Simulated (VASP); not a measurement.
Here is a VASP 6.6.1 calculation.

File INCAR:

```
ALGO = Normal ; DIPOL = 0.5 0.5 0.500
EDIFF = 1E-6 ; ENCUT = 520
GGA = PE ; IDIPOL = 3
ISIF = 2 ; ISMEAR = -1
LASPH = T ; LCHARG = T
LDIPOL = T ; LELF = T
LREAL = F ; LVACPOTAV = T
LVHAR = T ; LWAVE = F
NBANDS = 25 ; NELM = 100
PREC = Accurate ; SIGMA = 0.1
```

The input KPOINTS:

```
k-points
0
Gamma
  12 9 1
```

POSCAR

```
AlRu
1.0
    3.0043569641      0.0000000000      0.0000000000
    0.0000000000      4.2488023649      0.0000000000
    0.0000000000      0.0000000000     18.1244000000
Ru Al
2 2
Direct
    0.7500000000      0.0000000000      0.4433292536
    0.7500000000      0.5000000000      0.5566707529
    0.2500000000      0.5000000000      0.4409630160
    0.2500000000      0.0000000000      0.5590369775
```

Potentials or basis: VASP PAW PBE potentials, release 64 (Ru_pv, Al).

Command:

```console
$ cat potpaw_PBE.64/Ru_pv/POTCAR potpaw_PBE.64/Al/POTCAR > POTCAR
$ mpirun -np 1 vasp_std > vasp.out
```

(1) Estimate the largest force.

(2) Estimate the band gap on the k mesh.

Answers

(1) 0.007 eV/Å.

(2) zero (bands 17 and 18 overlap by 0.99 eV).
